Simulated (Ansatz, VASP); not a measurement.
**One calculation of CaS, two programs**

```
Ca S
1.0
     2.81717    2.81717    0.00000
    -2.81717    2.81717    0.00000
     0.00000    2.81717    2.81717
Ca S
1 1
Cartesian
  0.0000 0.0000 0.0000
  0.0000 2.8172 0.0000
```

Alike in both runs: functional PBEsol; k mesh 12 × 12 × 12; occupations fermi-dirac, width 0.08 eV; no spin polarisation.

Ansatz relaxed the structure, and its values are those at the end. VASP's run is a single point on that final structure, the one shown.

```csv
,VASP,Ansatz
version,VASP 6.6.1,Ansatz 0.2.0
potentials or method,"VASP PAW PBE potentials, release 64 (Ca_sv, S)","PAW with Ansatz's default frozen-core files, scalar-relativistic"
plane-wave cutoff (eV),500,420
valence electrons in the cell,16,16
```

|  | VASP | Ansatz | Ansatz less VASP |
| --- | --- | --- | --- |
| pressure (GPa) | 0.2 | 0.0 | -0.19 |

VASP's potentials were made for PBE, not for PBEsol.
